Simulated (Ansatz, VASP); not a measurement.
ZnNi2O5 in VASP and in Ansatz

```xyz
8
Lattice="2.9435 0.0000 0.0000 -1.4718 2.5492 0.0000 0.0000 0.0000 13.0357" Properties=species:S:1:pos:R:3 pbc="T T T"
Zn    0.0000    0.0000    9.2296
Ni    1.4718    0.8497    1.0848
Ni    1.4718    0.8497    6.1675
O     0.0000    1.6994    0.1962
O     0.0000    0.0000    1.9756
O     1.4718    0.8497    9.9103
O     0.0000    1.6994    5.2775
O     0.0000    0.0000    7.1165
```

Alike in both runs: functional PBE; k mesh 12 × 12 × 4; occupations gaussian, width 0.1 eV; collinear spin.

Ansatz relaxed the structure, and its values are those at the end. VASP's run is a single point on that final structure, the one shown.

|  | VASP | Ansatz |
| --- | --- | --- |
| version | VASP 6.6.1 | Ansatz 0.2.0 |
| potentials or method | VASP PAW PBE potentials, release 64 (Zn, Ni, O), cutoff 520 eV | scalar-relativistic, plane waves, PAW |
| valence electrons in the cell | 62 | 78 |

Ansatz gave:

| Quantity | Value |
| --- | --- |
| gap on the k mesh at the Fermi level (eV) | none |
| pressure (GPa) | 0.0 |
| rms of the force components (eV/Å) | 0.000 |
| net moment per atom (μB) | 0.03 |
| size of the moment on the site where the two differ most (μB) | 0.19 |

Estimate VASP's values.

gap on the k mesh at the Fermi level (eV): none; pressure (GPa): 0.8; rms of the force components (eV/Å): 0.043; net moment per atom (μB): 0.03; size of the moment on the site where the two differ most (μB): 0.18.

Site moments also hang on the region over which each program counts them. A gap of «none» marks a metal or a gap that the smearing closes. VASP's potentials hold 62 valence electrons a cell and Ansatz's 78, so a difference there can come from the potentials and not from the codes.
